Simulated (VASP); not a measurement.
Set up this calculation in VASP 6.6.1, as the native input.

- Task: single point
- Functional: r2SCAN
- Potentials or basis: VASP PAW PBE potentials, release 64 (In_d, P)
- Cutoff: 520 eV
- k mesh: 8 × 8 × 8
- Occupations: fermi-dirac, width 0.02 eV
- Spin: no spin polarisation
- Dipole correction: no
- Further INCAR settings: ALGO = Normal; EDIFF = 1e-06; NBANDS = 16

The system is InP.

```
In P
1.0
     0.00000    2.95390    2.95390
     2.95390    0.00000    2.95390
     2.95390    2.95390    0.00000
In P
1 1
Direct
  0.00000 0.00000 0.00000
  0.25000 0.25000 0.25000
```

These files were run (other wordings do the same):

POSCAR

```
InP
1.0
    0.0000000000      2.9538987500      2.9538987500
    2.9538987500      0.0000000000      2.9538987500
    2.9538987500      2.9538987500      0.0000000000
In P
1 1
Direct
    0.0000000000      0.0000000000      0.0000000000
    0.2500000000      0.2500000000      0.2500000000
```

INCAR.step1

```
  ALGO = Normal
  EDIFF = 1E-4
  ENCUT = 520
  GGA = PE
  ISMEAR = -1
  LASPH = T
  LCHARG = F
  LREAL = F
  LWAVE = T
  NBANDS = 16
  NELM = 100
  PREC = Accurate
  SIGMA = 0.02
```

INCAR.step2

```
  ALGO = Normal
  EDIFF = 1E-6
  ENCUT = 520
  ISIF = 2
  ISMEAR = -1
  ISTART = 1
  LASPH = T
  LCHARG = F
  LMIXTAU = T
  LREAL = F
  LWAVE = F
  METAGGA = R2SCAN
  NBANDS = 16
  NELM = 100
  PREC = Accurate
  SIGMA = 0.02
```

KPOINTS

```
k-points
0
Gamma
  8 8 8
```

Potentials or basis: VASP PAW PBE potentials, release 64 (In_d, P).

Launch:

```sh
$ cat potpaw_PBE.64/In_d/POTCAR potpaw_PBE.64/P/POTCAR > POTCAR
$ cp INCAR.step1 INCAR
$ mpirun -np 1 vasp_std > vasp.out
$ cp INCAR.step2 INCAR
$ mpirun -np 1 vasp_std > vasp.out
```

It gave:

* Pressure: -0.1 GPa
* Band gap on the k mesh: 1.03 eV, direct

Caveat: the PAW data sets were made with another functional, which shifts forces and pressure a little; spin-orbit coupling is left out, which moves the levels of the heavy elements.

Wall time 40 s on 1 thread of Intel(R) Xeon(R) 6975P-C (Granite Rapids), on a shared host, peak memory 0.19 GiB.
